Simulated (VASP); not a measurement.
Runs of VASP 6.6.1 on CdS. The structure is that of space group F-43m (No. 216), or close to it. The cells are those of the table. 

| cell | gap on the mesh (eV) | pressure (GPa) |
| --- | --- | --- |
| a = 4.072 Å, angles 60.0°, 2 atoms | 1.68 | 4.7 |
| a = 4.028 Å, angles 60.0°, 2 atoms | 1.75 | (c) |
| a = 4.238 Å, angles 60.0°, 2 atoms | (a) | (b) |
| a = 4.125 Å, angles 60.0°, 2 atoms | 1.59 | 1.8 |
| a = 4.115 Å, angles 60.0°, 2 atoms | 1.61 | 2.3 |

Alike in all rows: task single point; level r2SCAN; potentials or basis VASP PAW PBE potentials, release 64 (Cd, S); no spin polarisation; k mesh 8 × 8 × 8; cutoff (eV) 520; smearing gaussian 0.02 eV.

Fill in the values left out.

(a) 1.40; (b) -2.9; (c) 7.5.

Caveats: the PAW data sets were made with another functional, which shifts forces and pressure a little; the cell stands under pressure (at least some runs).

A k mesh can miss the band edges, and the runs leave out spin-orbit coupling on Cd.
